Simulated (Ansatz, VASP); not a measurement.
**AlCu5 in VASP and in Ansatz**

```
Al Cu
1.0
     6.28083    0.00000    0.00000
     0.00000    6.28083    0.00000
     0.00000    0.00000    2.52945
Al Cu
1 5
Direct
  0.50000 0.50000 0.00000
  0.31948 0.00000 0.50000
  0.68052 0.00000 0.50000
  0.00000 0.31948 0.50000
  0.00000 0.68052 0.50000
  0.00000 0.00000 0.00000
```

Alike in both runs: functional PBE; k mesh 4 × 4 × 6; occupations gaussian, width 0.1 eV; no spin polarisation.

Ansatz relaxed the structure, and its values are those at the end. VASP's run is a single point on that final structure, the one shown.

```csv
,VASP,Ansatz
version,VASP 6.6.1,Ansatz 0.2.0
potentials or method,"VASP PAW PBE potentials, release 64 (Al, Cu), cutoff 520 eV","scalar-relativistic, plane waves, PAW"
valence electrons in the cell,58,98
```

|  | VASP | Ansatz | Ansatz less VASP |
| --- | --- | --- | --- |
| gap on the k mesh at the Fermi level (eV) | none | none | - |
| pressure (GPa) | 0.4 | 0.0 | -0.43 |
| rms of the force components (eV/Å) | 0.000 | 0.003 | +0.0033 |

A gap of «none» marks a metal or a gap that the smearing closes. With one functional, cell and mesh, what is left measures potentials, basis and numerics. VASP's potentials hold 58 valence electrons a cell and Ansatz's 98, so a difference there can come from the potentials and not from the codes.

The k mesh is coarse, so the values compare programs but aren't converged.
